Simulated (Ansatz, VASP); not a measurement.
# Rh: VASP beside Ansatz

```
Rh
1.0
     2.65486    0.00000    0.00000
     0.00000    3.75454    0.00000
     0.00000    0.00000   21.30970
Rh
5
Direct
  0.00000 0.00000 0.38098
  0.50000 0.50000 0.43557
  0.00000 0.00000 0.50000
  0.50000 0.50000 0.56443
  0.00000 0.00000 0.61902
```

Alike in both runs: functional LDA; k mesh 14 × 10 × 1; occupations fermi-dirac, width 0.08 eV; no spin polarisation.

Ansatz relaxed the structure, and its values are those at the end. VASP's run is a single point on that final structure, the one shown.

|  | VASP | Ansatz |
| --- | --- | --- |
| version | VASP 6.6.1 | Ansatz 0.2.0 |
| potentials or method | VASP PAW LDA potentials, release 64 (Rh_pv) | PAW with Ansatz's default frozen-core files, scalar-relativistic |
| plane-wave cutoff (eV) | 520 | 420 |
| valence electrons in the cell | 75 | 85 |

|  | VASP | Ansatz | Ansatz less VASP |
| --- | --- | --- | --- |
| rms of the force components (eV/Å) | 0.022 | 0.004 | -0.0182 |

LDA's correlation is that of Perdew and Zunger in VASP and of Perdew and Wang (1992) in Ansatz. VASP's potentials hold 75 valence electrons a cell and Ansatz's 85, so a difference there can come from the potentials and not from the codes. Ansatz's warnings: stress scf threshold loose.
